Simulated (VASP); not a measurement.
# BiTe (Fm-3m) in VASP: further runs, part 2 of 2

VASP 6.6.1. The steps go on from the part before.

## (3) Single point, r2SCAN

Contents of POSCAR:

```
BiTe
1.0
    4.5725400085      0.0000000000      0.0000000000
    0.0000000000      4.5725400085      0.0000000000
    2.2862700042      2.2862700042      3.2332740472
Bi Te
1 1
Direct
    0.0000000000      0.0000000000      0.0000000000
    0.5000000000      0.5000000000      0.0000000000
```

Contents of INCAR.step1:

```
SYSTEM = BiTe
PREC     = Accurate       ! precision mode
ENCUT    = 520            ! plane-wave cutoff, eV
ISMEAR   = 0              ! smearing method
SIGMA    = 0.1            ! smearing width, eV
LREAL    = .False.        ! projectors in reciprocal space
LASPH    = .True.         ! aspherical terms in the spheres
NELM     = 80             ! most SCF steps
NBANDS   = 18             ! bands
ISYM     = 0            
GGA      = PE             ! functional
ALGO     = Normal         ! electronic algorithm
EDIFF    = 1E-4           ! SCF threshold, eV
LWAVE    = .True.         ! write WAVECAR
LCHARG   = .False.        ! write CHGCAR
```

Contents of INCAR.step2:

```
SYSTEM = BiTe
PREC     = Accurate       ! precision mode
ENCUT    = 520            ! plane-wave cutoff, eV
EDIFF    = 1E-6           ! SCF threshold, eV
ISMEAR   = 0              ! smearing method
SIGMA    = 0.1            ! smearing width, eV
LREAL    = .False.        ! projectors in reciprocal space
LASPH    = .True.         ! aspherical terms in the spheres
NELM     = 80             ! most SCF steps
ALGO     = Normal         ! electronic algorithm
ISIF     = 2              ! what is computed and relaxed
LWAVE    = .False.        ! write WAVECAR
LCHARG   = .False.        ! write CHGCAR
METAGGA  = R2SCAN         ! meta-GGA
LMIXTAU  = .True.       
NBANDS   = 18             ! bands
ISYM     = 0            
ISTART   = 1
```

Contents of KPOINTS:

```
regular mesh
0
Gamma
  8 8 11
  0 0 0
```

Potentials or basis: VASP PAW PBE potentials, release 64 (Bi_d, Te).

Run with:

```bash
cat potpaw_PBE.64/Bi_d/POTCAR potpaw_PBE.64/Te/POTCAR > POTCAR
cp INCAR.step1 INCAR
mpirun -np 1 vasp_std > vasp.out
cp INCAR.step2 INCAR
mpirun -np 1 vasp_std > vasp.out
```

OUTCAR:

```text
SYSTEM = BiTe
   PREC = Accurate
   ENCUT = 520
   EDIFF = 1E-6
   ISMEAR = 0
   LREAL = .False.
   LASPH = .True.
   NELM = 80
   ISIF = 2
   METAGGA = R2SCAN
   ISYM = 0
   ISTART = 1

 ion  position               nearest neighbor table
   1  0.000  0.000  0.000-   2 3.23   2 3.23   2 3.23   2 3.23   2 3.23   2 3.23
   2  0.500  0.500  0.000-   1 3.23   1 3.23   1 3.23   1 3.23   1 3.23   1 3.23

IMPORTANT INFORMATION: All symmetrisations will be switched off!
NOSYMM: (Re-)initialisation of all symmetry stuff for point group C_1.
[... 680 lines left out ...]

  FORCE on cell =-STRESS in cart. coord.  units (eV):
  Direction    XX          YY          ZZ          XY          YZ          ZX
  --------------------------------------------------------------------------------------
  -------------------------------------------------------------------------------------
  Total       -0.0158570     -0.0158572      0.0048112      0.0065337     -0.0283351     -0.0283351
  in kB       -0.3758149     -0.3758203      0.1140263      0.1548493     -0.6715499     -0.6715493
  external PRESSURE =      -0.2125363 kB  Pullay stress =       0.0000000 kB

 VOLUME and BASIS-vectors are now :
 -----------------------------------------------------------------------------
  energy-cutoff  :      520.00
  volume of cell :       67.60
      direct lattice vectors                 reciprocal lattice vectors
     4.572540008  0.000000000  0.000000000     0.218696829  0.000000000 -0.154642011
     0.000000000  4.572540008  0.000000000     0.000000000  0.218696829 -0.154642011
     2.286270004  2.286270004  3.233274047     0.000000000  0.000000000  0.309284022

 POSITION                                       TOTAL-FORCE (eV/Angst)
 -----------------------------------------------------------------------------------
      0.00000      0.00000      0.00000         0.000000     -0.000000      0.000000
      2.28627      2.28627      0.00000        -0.000000      0.000000     -0.000000
 -----------------------------------------------------------------------------------
    total drift:                                0.000000      0.000000     -0.000000

  FREE ENERGIE OF THE ION-ELECTRON SYSTEM (eV)
  ---------------------------------------------------
  free  energy   TOTEN  =       -84.0384621146 eV

  energy  without entropy=      -84.0318486674  energy(sigma->0) =      -84.03515539
```

OSZICAR.step1:

```text
N       E                     dE             d eps       ncg     rms          rms(c)
DAV:   1     0.160083837903E+03    0.16008E+03   -0.98505E+03 12750   0.112E+03
DAV:   2     0.508812745168E+01   -0.15500E+03   -0.15096E+03 13624   0.309E+02
DAV:   3    -0.685165984378E+01   -0.11940E+02   -0.11794E+02 15598   0.896E+01
DAV:   4    -0.718847662850E+01   -0.33682E+00   -0.33593E+00 15556   0.160E+01
DAV:   5    -0.720289896055E+01   -0.14422E-01   -0.14421E-01 17798   0.315E+00    0.634E+00
DAV:   6    -0.717750845196E+01    0.25391E-01   -0.89874E-02 18230   0.184E+00    0.392E+00
DAV:   7    -0.718175736079E+01   -0.42489E-02   -0.26472E-02 14194   0.847E-01    0.555E-01
DAV:   8    -0.718155368161E+01    0.20368E-03   -0.42000E-03 15956   0.435E-01    0.113E-01
DAV:   9    -0.718168054600E+01   -0.12686E-03   -0.39014E-04 14292   0.118E-01    0.396E-02
DAV:  10    -0.718168156867E+01   -0.10227E-05   -0.10235E-05  7310   0.221E-02
   1 F= -.71816816E+01 E0= -.71782825E+01  d E =-.679810E-02
```

Wall time 16 min (1 thread of AMD EPYC 9R45 (Zen 5), shared host); peak memory 0.51 GiB.

Results:

| Item | Value |
| --- | --- |
| Free energy | -84.0385 eV |
| Pressure | 0.0 GPa |
| Band gap on the k mesh | zero (an odd number of electrons rules out a gap without spin polarisation) |

Caveat: the PAW data sets were made with another functional, which shifts forces and pressure a little; spin-orbit coupling is left out, which moves the levels of the heavy elements.

## (4) Single point, r2SCAN

This run uses another cell than the first one, of 22.75 Å³/atom.

Contents of POSCAR:

```
BiTe
1.0
    0.0000000000      2.8334116594      2.8334116594
    2.8334116594      0.0000000000      2.8334116594
    2.8334116594      2.8334116594      0.0000000000
Bi Te
1 1
Direct
    0.0000000000      0.0000000000      0.0000000000
    0.5000000000      0.5000000000      0.5000000000
```

Contents of INCAR.step1:

```
SYSTEM = BiTe
ALGO = Normal
EDIFF = 1E-4
ENCUT = 520
GGA = PE
ISMEAR = 0
LASPH = .True.
LCHARG = .False.
LREAL = .False.
LWAVE = .True.
NBANDS = 18
NELM = 100
PREC = Accurate
SIGMA = 0.1
```

Contents of INCAR.step2:

```
SYSTEM = BiTe
ALGO = Normal
EDIFF = 1E-6
ENCUT = 520
ISIF = 2
ISMEAR = 0
ISTART = 1
LASPH = .True.
LCHARG = .False.
LMIXTAU = .True.
LREAL = .False.
LWAVE = .False.
METAGGA = R2SCAN
NBANDS = 18
NELM = 100
PREC = Accurate
SIGMA = 0.1
```

Contents of KPOINTS:

```
k-points
0
Gamma
  12 12 12
  0 0 0
```

Run with:

```bash
cat potpaw_PBE.64/Bi_d/POTCAR potpaw_PBE.64/Te/POTCAR > POTCAR
cp INCAR.step1 INCAR
mpirun -np 1 vasp_std > vasp.out
cp INCAR.step2 INCAR
mpirun -np 1 vasp_std > vasp.out
```

Wall time 3.8 min (1 thread of Intel Xeon Platinum 8259CL at 2.50GHz (Skylake/Cascade Lake), shared host); peak memory 0.21 GiB.

Results (log left out):

| Property | Result |
| --- | --- |
| Free energy | -81.6175 eV |
| Pressure | 50.2 GPa |
| Band gap on the k mesh | zero (an odd number of electrons rules out a gap without spin polarisation) |

Levels at points of the mesh, in eV from the Fermi level:
```csv
k point,band 6,band 7,band 8,band 9,band 10,band 11,band 12,band 13,band 14,band 15
"(0.00, 0.00, 0.00)",-17.98,-6.15,-4.17,-4.17,-4.17,2.96,2.96,2.96,4.17,4.17
"(0.50, 0.00, 0.00)",-14.55,-14.09,-3.06,-3.06,-1.65,-1.65,-1.15,-0.91,8.69,8.69
"(0.50, 0.50, 0.00)",-14.35,-10.51,-9.43,-6.72,-6.72,0.73,5.92,5.92,8.83,10.40
```

Caveat: the cell stands under pressure; the PAW data sets were made with another functional, which shifts forces and pressure a little; spin-orbit coupling is left out, which moves the levels of the heavy elements.

## (5) Single point, r2SCAN

This run uses another cell than the first one, of 25.92 Å³/atom.

Contents of POSCAR:

```
BiTe
1.0
    0.0000000000      2.9595386236      2.9595386236
    2.9595386236      0.0000000000      2.9595386236
    2.9595386236      2.9595386236      0.0000000000
Bi Te
1 1
Direct
    0.0000000000      0.0000000000      0.0000000000
    0.5000000000      0.5000000000      0.5000000000
```

Contents of INCAR.step1:

```
SYSTEM = BiTe
  PREC = Accurate
  ENCUT = 520
  ISMEAR = 0
  SIGMA = 0.1
  LREAL = .False.
  LASPH = .True.
  NELM = 80
  NBANDS = 18
  GGA = PE
  ALGO = Normal
  EDIFF = 1E-4
  LWAVE = .True.
  LCHARG = .False.
```

Contents of INCAR.step2:

```
SYSTEM = BiTe
  PREC = Accurate
  ENCUT = 520
  EDIFF = 1E-7
  ISMEAR = 0
  SIGMA = 0.1
  LREAL = .False.
  LASPH = .True.
  NELM = 80
  ALGO = Normal
  ISIF = 2
  LWAVE = .False.
  LCHARG = .False.
  METAGGA = R2SCAN
  LMIXTAU = .True.
  NBANDS = 18
  ISTART = 1
```

Contents of KPOINTS:

```
regular mesh
0
Gamma
  12 12 12
  0 0 0
```

Run with:

```bash
cat potpaw_PBE.64/Bi_d/POTCAR potpaw_PBE.64/Te/POTCAR > POTCAR
cp INCAR.step1 INCAR
mpirun -np 1 vasp_std > vasp.out
cp INCAR.step2 INCAR
mpirun -np 1 vasp_std > vasp.out
```

Wall time 2.9 min (1 thread of Intel Xeon Platinum 8259CL at 2.50GHz (Skylake/Cascade Lake), shared host); peak memory 0.23 GiB.

It converged, with:

* Free energy: -83.0620 eV
* Pressure: 25.1 GPa
* Band gap on the k mesh: zero (an odd number of electrons rules out a gap without spin polarisation)

Levels at points of the mesh, in eV from the Fermi level:
```tsv
k point	band 6	band 7	band 8	band 9	band 10	band 11	band 12	band 13	band 14	band 15
(0.00, 0.00, 0.00)	-16.53	-7.02	-3.69	-3.69	-3.69	2.76	2.76	2.76	4.46	4.46
(0.50, 0.00, 0.00)	-13.59	-13.12	-2.76	-2.76	-1.39	-1.28	-1.28	-0.82	8.54	8.69
(0.50, 0.50, 0.00)	-13.58	-10.44	-8.16	-5.84	-5.84	1.36	5.16	5.16	7.59	9.84
```

Caveat: the cell stands under pressure; the PAW data sets were made with another functional, which shifts forces and pressure a little; spin-orbit coupling is left out, which moves the levels of the heavy elements.

## (6) Overview

```csv
cell,k mesh,smearing,gap on the mesh (eV),pressure (GPa)
"a = 4.573 Å, angles 60.0°, 2 atoms, atomic positions A",16 × 16 × 16,gaussian 0.15 eV,none,0.0
"a = 4.573 Å, angles 60.0, 60.0, 90.0°, 2 atoms, atomic positions B",8 × 8 × 11,gaussian 0.1 eV,none,0.0
"a = 4.007 Å, angles 60.0°, 2 atoms, atomic positions A",12 × 12 × 12,gaussian 0.1 eV,none,50.2
"a = 4.185 Å, angles 60.0°, 2 atoms, atomic positions A",12 × 12 × 12,gaussian 0.1 eV,none,25.1
```

Alike in all rows: task single point; level r2SCAN; potentials or basis VASP PAW PBE potentials, release 64 (Bi_d, Te); no spin polarisation; cutoff (eV) 520.

Caveats: the PAW data sets were made with another functional, which shifts forces and pressure a little; spin-orbit coupling is left out, which moves the levels of the heavy elements; the cell stands under pressure (at least some runs).

Absolute energies hang on the potentials; compare differences alone.
